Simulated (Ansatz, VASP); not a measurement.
## Two plane-wave programs on Ca3WN4

```
Ca W N
1.0
     4.66102    0.00000    0.00000
     0.00000    4.66102    0.00000
     0.00000    0.00000    4.66102
Ca W N
3 1 4
Direct
  0.50000 0.00000 0.00000
  0.00000 0.50000 0.00000
  0.00000 0.00000 0.50000
  0.50000 0.50000 0.50000
  0.00000 0.50000 0.50000
  0.50000 0.00000 0.50000
  0.50000 0.50000 0.00000
  0.00000 0.00000 0.00000
```

Alike in both runs: task relaxation of cell and atoms; functional PBE; k mesh 8 × 8 × 8; occupations gaussian, width 0.1 eV; no spin polarisation.

|  | VASP | Ansatz |
| --- | --- | --- |
| version | VASP 6.6.1 | Ansatz 0.2.0 |
| potentials or method | VASP PAW PBE potentials, release 64 (Ca_sv, W_sv, N), cutoff 600 eV | scalar-relativistic, plane waves, PAW |
| valence electrons in the cell | 64 | 64 |

Ansatz gave:

| Property | Result |
| --- | --- |
| gap on the k mesh at the Fermi level, each at its own relaxed structure (eV) | none |
| relaxed volume (Å³/atom) | 12.64 |
| relaxed length of the cell vector where the two differ most in proportion (Å) | 4.659 |

**Question.** Estimate VASP's values.

**Answer.** gap on the k mesh at the Fermi level, each at its own relaxed structure (eV): none; relaxed volume (Å³/atom): 12.71; relaxed length of the cell vector where the two differ most in proportion (Å): 4.667.

A gap of «none» marks a metal or a gap that the smearing closes.

Neither program's run includes spin-orbit coupling.
